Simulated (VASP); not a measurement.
# N (I4/mmm) in VASP: single point with PBE

Aim: the single point of N with PBE.

Program: VASP 6.6.1. These are calculated values, not measurements. Logs are shortened: lines on timing, memory, paths and dates and some standing lists are left out, and cuts for length are marked.

## (1) The cell of the first run

It takes space group I4/mmm (No. 139, tetragonal). The conventional cell has a = 2.331 Å, b = 2.331 Å, c = 4.010 Å, α = 90.00°, β = 90.00°, γ = 90.00°. Within 3.1 Å of N (site symmetry 4/mmm) lie 12 N at 2.33 to 2.60 Å.

## (2) Single point, PBE (Sb replaced by N, lengths x 0.706, strained)

Input file INCAR:

```
SYSTEM = N
PREC = Accurate ; ENCUT = 520
EDIFF = 1E-6 ; ISMEAR = 0
SIGMA = 0.1 ; LREAL = .False.
LASPH = .True. ; NELM = 60
ALGO = Normal ; ISIF = 2
LWAVE = .False. ; LCHARG = .True.
GGA = PE ; LELF = .True.
LVHAR = .True. ; NBANDS = 8
```

Input file KPOINTS:

```
Automatic mesh
0
Gamma
  24 24 24
  0 0 0
```

Input file POSCAR:

```
N
1.0
   -1.1654433343      1.1654433343      2.0047764096
    1.1654433343     -1.1654433343      2.0047764096
    1.1654433343      1.1654433343     -2.0047764096
N
1
Direct
    0.0000000000      0.0000000000      0.0000000000
```

Potentials or basis: VASP PAW PBE potentials, release 64 (N).

On the command line:

```
$ cat potpaw_PBE.64/N/POTCAR > POTCAR
$ mpirun -np 1 vasp_std > vasp.out
```

OUTCAR:

```text
SYSTEM = N
   PREC = Accurate
   ENCUT = 520
   EDIFF = 1E-6
   ISMEAR = 0
   LREAL = .False.
   LASPH = .True.
   NELM = 60
   ISIF = 2
   GGA = PE

 ion  position               nearest neighbor table
   1  0.000  0.000  0.000-

  LATTYP: Found a body centered tetragonal cell.
 ALAT       =     2.3308866686
 C/A-ratio  =     1.7201835135

  Lattice vectors:

 A1 = (  -1.1654433343,   1.1654433343,   2.0047764096)
 A2 = (   1.1654433343,  -1.1654433343,   2.0047764096)
 A3 = (   1.1654433343,   1.1654433343,  -2.0047764096)

Analysis of symmetry for initial positions (statically):
=====================================================================
 Subroutine PRICEL returns:
 Original cell was already a primitive cell.

 Routine SETGRP: Setting up the symmetry group for a
 body centered tetragonal supercell.

 Subroutine GETGRP returns: Found 16 space group operations
 (whereof 16 operations were pure point group operations)
 out of a pool of 16 trial point group operations.

The static configuration has the point symmetry D_4h.

Analysis of symmetry for dynamics (positions and initial velocities):
=====================================================================
 Subroutine PRICEL returns:
 Original cell was already a primitive cell.

 Routine SETGRP: Setting up the symmetry group for a
 body centered tetragonal supercell.

 Subroutine GETGRP returns: Found 16 space group operations
 (whereof 16 operations were pure point group operations)
 out of a pool of 16 trial point group operations.

The dynamic configuration has the point symmetry D_4h.

 Subroutine INISYM returns: Found 16 space group operations
 (whereof 16 operations are pure point group operations),
 and found     1 'primitive' translations

----------------------------------------------------------------------------------------

                                     Primitive cell

  volume of cell :      10.8920

  direct lattice vectors                    reciprocal lattice vectors
    -1.165443334  1.165443334  2.004776410     0.000000000  0.429021288  0.249404371
     1.165443334 -1.165443334  2.004776410     0.429021288  0.000000000  0.249404371
     1.165443334  1.165443334 -2.004776410     0.429021288  0.429021288  0.000000000

  length of vectors
     2.595312078  2.595312078  2.595312078     0.496247726  0.496247726  0.606727724

  position of ions in fractional coordinates (direct lattice)
     0.000000000  0.000000000  0.000000000

  ion indices of the primitive-cell ions
   primitive index   ion index
                 1           1

----------------------------------------------------------------------------------------

 KPOINTS: Automatic mesh

Automatic generation of k-mesh.
 Grid dimensions read from file:
 generate k-points for:   24   24   24

 Generating k-lattice:

  Cartesian coordinates                     Fractional coordinates (reciprocal lattice)
     0.000000000  0.017875887  0.010391849     0.041666667  0.000000000  0.000000000
     0.017875887  0.000000000  0.010391849     0.000000000  0.041666667  0.000000000
     0.017875887  0.017875887  0.000000000     0.000000000  0.000000000  0.041666667

  Length of vectors
     0.020676989  0.020676989  0.025280322

  Shift w.r.t. Gamma in fractional coordinates (k-lattice)
     0.000000000  0.000000000  0.000000000

 Subroutine IBZKPT returns following result:
 ===========================================

 Found   1063 irreducible k-points:

 Following reciprocal coordinates:
            Coordinates               Weight
  0.000000  0.000000  0.000000      1.000000
  0.041667 -0.000000  0.000000      8.000000
  0.083333 -0.000000  0.000000      8.000000
  0.125000 -0.000000  0.000000      8.000000
  0.166667 -0.000000  0.000000      8.000000
  0.208333 -0.000000  0.000000      8.000000
[... 16 lines left out ...]
  0.416667  0.041667  0.000000     16.000000
  0.458333  0.041667  0.000000     16.000000
 [... further k-points ...]
   k-points           NKPTS =   1063   k-points in BZ     NKDIM =   1063   number of bands    NBANDS=      8
   number of dos      NEDOS =    301   number of ions     NIONS =      1
   total plane-waves  NPLWV =   8000
   dimension x,y,z NGX =    20 NGY =   20 NGZ =   20
   dimension x,y,z NGXF=    40 NGYF=   40 NGZF=   40
   ions per type =               1
   NGX,Y,Z   is equivalent  to a cutoff of  12.81, 12.81, 12.81 a.u.
   NGXF,Y,Z  is equivalent  to a cutoff of  25.62, 25.62, 25.62 a.u.
 SYSTEM =  N
   PREC   = accura    normal or accurate (medium, high low for compatibility)
   ISTART =      0    job   : 0-new  1-cont  2-samecut
   ICHARG =      2    charge: 1-file 2-atom 10-const
   ISPIN  =      1    spin polarized calculation?
   LNONCOLLINEAR =      F non collinear calculations
   LSORBIT =      F    spin-orbit coupling
   LASPH  =      T    aspherical Exc in radial PAW
   ENCUT  =  520.0 eV  38.22 Ry    6.18 a.u.   4.83  4.83  4.83*2*pi/ulx,y,z
   NELM   =     60;   NELMIN=  2; NELMDL= -5     # of ELM steps
   EDIFF  = 0.1E-05   stopping-criterion for ELM
   LREAL  =      F    real-space projection
   EDIFFG = 0.1E-04   stopping-criterion for IOM
   NSW    =      0    number of steps for IOM
   IBRION =     -1    ionic relax: 0-MD 1-quasi-New 2-CG
   NFREE  =      0    steps in history (QN), initial steepest desc. (CG)
   ISIF   =      2    stress and relaxation
   ISYM   =      2    0-nonsym 1-usesym 2-fastsym
   POTIM  = 0.5000    time-step for ionic-motion
   TEBEG  =    0.0;   TEEND  =   0.0 temperature during run
   PSTRESS=    0.0 pullay stress
   NELECT =       5.0000    total number of electrons
   NUPDOWN=      -1.0000    fix difference up-down
   EMIN   =  10.00;   EMAX   =-10.00  energy-range for DOS
   EFERMI =   0.00;   METHOD = LEGACY
   ISMEAR =     0;   SIGMA  =   0.10  broadening in eV -4-tet -1-fermi 0-gaus
   EFERMI_NEDOS =   21; number of points for ismear=-14 and -15
   IALGO  =     38    algorithm
   IMIX   =      4    mixing-type and parameters
     AMIX     =   0.40;   BMIX     =  1.00
     AMIX_MAG =   1.60;   BMIX_MAG =  1.00
  volume/ion in A,a.u.               =      10.89        73.50
  Fermi-wavevector in a.u.,A,eV,Ry     =   1.262880  2.386497 21.699467  1.594866
  Thomas-Fermi vector in A             =   2.396265
   LORBIT       =      0    0 simple, 1 ext, 2 COOP (PROOUT), +10 PAW based schemes
   GGA     = PE    functional components
   LHFCALC =     F    Hartree Fock is set to
   AEXX    =    0.0000 exact exchange contribution
   IVDW    =     0    specifies the selected vdW correction
   LEPSILON=     F    determine dielectric tensor
   LRPA    =     F    only Hartree local field effects (RPA)
 non-spin polarized calculation
 Gauss-broadening in eV      SIGMA  =   0.10
  energy-cutoff  :      520.00
  volume of cell :       10.89
 maximum number of plane-waves:       320
   NGX =  9   NGY =  9   NGZ =  9

 number of electron       5.0000000 magnetization

 Free energy of the ion-electron system (eV)
  ---------------------------------------------------
  ext. energy  EPLUGINS =         0.00000000
  ---------------------------------------------------
  free energy    TOTEN  =        -3.52793463 eV

  energy without entropy =       -3.52349581  energy(sigma->0) =       -3.52571522

 E-fermi :   1.2422     XC(G=0): -10.7020

 val. band max:        1.2422117340   @ k =  -0.2917   0.1250   0.0833
 cond. band min:       1.2438861556   @ k =  -0.0833  -0.2083   0.0417
 fundamental gap:      0.0016744216
 Fermi energy:         1.2422140393

 k-point     1 :       0.0000    0.0000    0.0000
  band No.  band energies     occupation
      1     -15.0927      2.00000
      2       3.2423      0.00000
      3       3.9671      0.00000
      4       3.9671      0.00000
      5      17.2120      0.00000
      6      28.0436      0.00000
      7      30.3189      0.00000
      8      30.3189      0.00000

 k-point     2 :       0.0417   -0.0000    0.0000
  band No.  band energies     occupation
      1     -15.0488      2.00000
      2       3.1988      0.00000
      3       3.8598      0.00000
      4       3.9663      0.00000
      5      17.2872      0.00000
      6      27.9990      0.00000
      7      29.5082      0.00000
      8      30.3865      0.00000

 k-point     3 :       0.0833   -0.0000    0.0000
  band No.  band energies     occupation
      1     -14.9179      2.00000
      2       3.0380      0.00000
      3       3.5822      0.00000
      4       3.9640      0.00000
      5      17.5003      0.00000
      6      27.4220      0.00000
      7      28.5292      0.00000
      8      30.4221      0.00000

 k-point     4 :       0.1250   -0.0000    0.0000
  band No.  band energies     occupation
      1     -14.7021      2.00000
      2       2.6418      0.00000
      3       3.2913      0.00000
      4       3.9607      0.00000
      5      17.8160      0.00000
      6      26.0743      0.00000
      7      28.2044      0.00000
      8      30.5226      0.00000

 k-point     5 :       0.1667   -0.0000    0.0000
  band No.  band energies     occupation
      1     -14.4052      2.00000
      2       1.9752      0.00000
      3       3.0750      0.00000
      4       3.9569      0.00000
      5      18.1825      0.00000
      6      24.7502      0.00000
      7      27.8940      0.00000
      8      30.9355      0.00000
[... 177 lines left out ...]
 k-point    22 :       0.3750    0.0417    0.0000
  band No.  band energies     occupation
      1     -11.9181      2.00000
      2      -2.6550      2.00000
      3       2.1752      0.00000
      4       3.8210      0.00000
      5      18.4937      0.00000
      6      22.2295      0.00000
      7      26.4769      0.00000
      8      29.9337      0.00000

 k-point    23 :       0.4167    0.0417    0.0000
  band No.  band energies     occupation
      1     -11.4856      2.00000
      2      -3.3194      2.00000
      3       2.0898      0.00000
      4       3.8301      0.00000
      5      18.2683      0.00000
      6      22.3452      0.00000
      7      26.4591      0.00000
      8      29.6600      0.00000

 k-point    24 :       0.4583    0.0417    0.0000
  band No.  band energies     occupation
      1     -11.2021      2.00000
      2      -3.7369      2.00000
      3       2.0434      0.00000
      4       3.8412      0.00000
      5      18.1232      0.00000
      6      22.4391      0.00000
      7      26.4721      0.00000
      8      29.4868      0.00000

 [... further k-points ...]
[... 5 lines left out ...]
  --------------------------------------------------------------------------------------
  -------------------------------------------------------------------------------------
  Total       -2.6140193     -2.6140193     -1.1440971      0.0000000      0.0000000      0.0000000
  in kB     -384.5130754   -384.5130754   -168.2926663      0.0000000      0.0000000      0.0000000
  external PRESSURE =    -312.4396057 kB  Pullay stress =       0.0000000 kB

 VOLUME and BASIS-vectors are now :
 -----------------------------------------------------------------------------
  energy-cutoff  :      520.00
  volume of cell :       10.89
      direct lattice vectors                 reciprocal lattice vectors
    -1.165443334  1.165443334  2.004776410     0.000000000  0.429021288  0.249404371
     1.165443334 -1.165443334  2.004776410     0.429021288  0.000000000  0.249404371
     1.165443334  1.165443334 -2.004776410     0.429021288  0.429021288  0.000000000

 POSITION                                       TOTAL-FORCE (eV/Angst)
 -----------------------------------------------------------------------------------
      0.00000      0.00000      0.00000        -0.000000     -0.000000     -0.000000
 -----------------------------------------------------------------------------------
    total drift:                                0.000000      0.000000     -0.000000

  FREE ENERGIE OF THE ION-ELECTRON SYSTEM (eV)
  ---------------------------------------------------
  free  energy   TOTEN  =        -3.5279346349 eV

  energy  without entropy=       -3.5234958113  energy(sigma->0) =       -3.52571522
```

Wall time 45 s (1 thread of Intel Xeon Platinum 8488C (Sapphire Rapids), shared host); peak memory 0.19 GiB.

What came out:

* Free energy: -3.5279 eV
* Pressure: -31.2 GPa

Caveat: the cell differs from its parent crystal (Sb replaced by N, lengths x 0.706, strained).
